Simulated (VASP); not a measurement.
The system is RbLa2Cl2.

```
Rb La Cl
1.0
    -3.03725    3.03725    5.19695
     3.03725   -3.03725    5.19695
     3.03725    3.03725   -5.19695
Rb La Cl
1 2 2
Direct
  0.00000 0.00000 0.00000
  0.34857 0.34857 0.00000
  0.65143 0.65143 0.00000
  0.50000 0.00000 0.50000
  0.00000 0.50000 0.50000
```

The cell was generated, and may not be a known phase.

* Program: VASP 6.6.1
* Task: relaxation of cell and atoms
* Functional: PBE
* Potentials or basis: VASP PAW PBE potentials, release 64 (Rb_sv, La, Cl)
* Cutoff: 600 eV
* k mesh: 4 × 4 × 4
* Occupations: gaussian, width 0.1 eV
* Spin: no spin polarisation

At the start: pressure -0.6 GPa; volume 38.35 Å³/atom.

Where does the relaxation end?

Over 10 steps the energy falls by 130.8 meV/atom and the volume is 40.44 Å³/atom (+5.4 %); space group I4/mmm (No. 139, to 0.1 Å) before and after.

The path:
| step | energy change (eV) | largest force (eV/Å) | pressure (GPa) | volume (Å³) |
| --- | --- | --- | --- | --- |
| 1 | 0.0000 | 0.9861 | -0.60 | 191.77 |
| 2 | -0.2582 | 0.6253 | 0.25 | 187.66 |
| 3 | -0.4393 | 0.0502 | 2.29 | 179.98 |
| 4 | -0.6036 | 0.2627 | 1.10 | 192.53 |
| 5 | -0.6287 | 0.3008 | 0.35 | 201.62 |
| 6 | -0.6295 | 0.3009 | 0.44 | 200.44 |
| 7 | -0.6446 | 0.1771 | 0.00 | 203.11 |
| 8 | -0.6456 | 0.1366 | -0.13 | 203.99 |
| 9 | -0.6505 | 0.0910 | -0.10 | 203.26 |
| 10 | -0.6538 | 0.0103 | -0.04 | 202.19 |

Final structure:
```yaml
crystal:
  lattice:
    - [-2.86407, 2.86407, 6.16225]
    - [2.86407, -2.86407, 6.16225]
    - [2.86407, 2.86407, -6.16225]
  atoms:
    - { symbol: Rb, position: [0.00000, 0.00000, 0.00000] }
    - { symbol: La, position: [0.36047, 0.36047, 0.00000] }
    - { symbol: La, position: [0.63953, 0.63953, 0.00000] }
    - { symbol: Cl, position: [0.50000, 0.00000, 0.50000] }
    - { symbol: Cl, position: [0.00000, 0.50000, 0.50000] }
```

Caveat: an odd number of electrons without spin polarisation forces a metal; a magnetic or distorted state may lie lower.
